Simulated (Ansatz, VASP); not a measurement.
# SrO: VASP beside Ansatz

File POSCAR:

```
SrO
1.0
    0.0000000000      2.6422265306      2.4308484082
    2.6422265306      0.0000000000      2.4308484082
    2.6422265306      2.6422265306      0.0000000000
Sr O
1 1
Direct
    0.0000000000      0.0000000000      0.0000000000
    0.5000000000      0.5000000000      0.5000000000
```

File INCAR.step1:

```
SYSTEM = SrO
ALGO = Normal
EDIFF = 1E-4
ENCUT = 520
GGA = PE
ISMEAR = 0
LASPH = .True.
LCHARG = .False.
LREAL = .False.
LWAVE = .True.
NBANDS = 15
NELM = 100
PREC = Accurate
SIGMA = 0.05
```

Contents of INCAR.step2:

```
SYSTEM = SrO
ALGO = Normal
EDIFF = 1E-7
ENCUT = 520
ISIF = 2
ISMEAR = 0
ISTART = 1
LASPH = .True.
LCHARG = .True.
LELF = .True.
LMIXTAU = .True.
LREAL = .False.
LVHAR = .True.
LWAVE = .False.
METAGGA = R2SCAN
NBANDS = 15
NELM = 100
PREC = Accurate
SIGMA = 0.05
```

Contents of KPOINTS:

```
k-points
0
Gamma
  8 8 8
  0 0 0
```

Input for Ansatz:

```yaml
crystal:
  lattice:
    - [0.0, 2.6422265306, 2.4308484082]
    - [2.6422265306, 0.0, 2.4308484082]
    - [2.6422265306, 2.6422265306, 0.0]
  atoms:
    - { symbol: Sr, position: [0.0, 0.0, 0.0] }
    - { symbol: O, position: [0.5, 0.5, 0.5] }
basis:
  ecutwfc: 500
kpoints:
  mp_grid: { grid: [8, 8, 8] }
hamiltonian:
  xc: r2scan
scf:
  occupations: { method: gaussian, width: 0.05 }
output:
  forces: true
  stress: true
  eigenvalues: true
```

Alike in both runs: task single point; functional r2SCAN; k mesh 8 × 8 × 8; occupations gaussian, width 0.05 eV; no spin polarisation.

|  | VASP | Ansatz |
| --- | --- | --- |
| version | VASP 6.6.1 | Ansatz 0.2.0 |
| potentials or method | VASP PAW PBE potentials, release 64 (Sr_sv, O), cutoff 520 eV | scalar-relativistic, plane waves, PAW |
| valence electrons in the cell | 16 | 16 |

```csv
,VASP,Ansatz,Ansatz less VASP
gap on the k mesh at the Fermi level (eV),3.28,3.34,+0.059
least direct gap on the mesh (eV),3.55,3.57,+0.025
pressure (GPa),3.4,2.7,-0.63
"traceless stress, the component that is largest in VASP (GPa)",9.92,9.42,-0.504
```

VASP's potentials were made for PBE, not for r2SCAN.
